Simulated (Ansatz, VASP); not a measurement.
# AlInSb2 in VASP and in Ansatz

Contents of INCAR:

```
SYSTEM = AlInSb2
PREC = Accurate
ENCUT = 520
EDIFF = 1E-6
ISMEAR = 0
SIGMA = 0.05
LREAL = .False.
LASPH = .True.
NELM = 80
ALGO = Normal
ISIF = 2
LWAVE = .False.
LCHARG = .True.
LELF = .True.
LVHAR = .True.
NBANDS = 21
```

KPOINTS

```
regular mesh
0
Gamma
  8 8 6
  0 0 0
```

File POSCAR:

```
AlInSb2
1.0
    4.4984374497      0.0000000000      0.0000000000
    0.0000000000      4.4984374497      0.0000000000
    0.0000000000      0.0000000000      6.0989814943
Al In Sb
1 1 2
Direct
    0.0000000000      0.0000000000      0.0000000000
    0.5000000000      0.5000000000      0.5000000000
    0.0000000000      0.5000000000      0.2539107108
    0.5000000000      0.0000000000      0.7460892892
```

Input for Ansatz:

```yaml
crystal:
  lattice:
    - [4.4984374497, 0.0, 0.0]
    - [0.0, 4.4984374497, 0.0]
    - [0.0, 0.0, 6.0989814943]
  atoms:
    - { symbol: Al, position: [0.0, 0.0, 0.0] }
    - { symbol: In, position: [0.5, 0.5, 0.5] }
    - { symbol: Sb, position: [0.0, 0.5, 0.2539107108] }
    - { symbol: Sb, position: [0.5, 0.0, 0.7460892892] }
basis:
  ecutwfc: 420
kpoints:
  mp_grid: { grid: [8, 8, 6] }
hamiltonian:
  xc: lda
  pseudopotentials: { kind: paw }
scf:
  occupations: { method: gaussian, width: 0.05 }
output:
  forces: true
  stress: true
  eigenvalues: true
```

Alike in both runs: task single point; functional LDA; k mesh 8 × 8 × 6; occupations gaussian, width 0.05 eV; no spin polarisation.

|  | VASP | Ansatz |
| --- | --- | --- |
| version | VASP 6.6.1 | Ansatz 0.2.0 |
| potentials or method | VASP PAW LDA potentials, release 64 (Al, In_d, Sb), cutoff 520 eV | scalar-relativistic, plane waves, PAW |
| valence electrons in the cell | 26 | 46 |

|  | VASP | Ansatz | Ansatz less VASP |
| --- | --- | --- | --- |
| gap on the k mesh at the Fermi level (eV) | 0.44 | 0.39 | -0.050 |
| least direct gap on the mesh (eV) | 0.44 | 0.39 | -0.050 |
| pressure (GPa) | 0.8 | 0.5 | -0.20 |
| traceless stress, the component that is largest in VASP (GPa) | 0.77 | 0.78 | +0.007 |
| rms of the force components (eV/Å) | 0.496 | 0.498 | +0.0019 |

LDA's correlation is that of Perdew and Zunger in VASP and of Perdew and Wang (1992) in Ansatz. Atom by atom the forces differ by 0.002 eV/Å (rms over components). VASP's potentials hold 26 valence electrons a cell and Ansatz's 46, so a difference there can come from the potentials and not from the codes.

Spin-orbit coupling is off throughout.
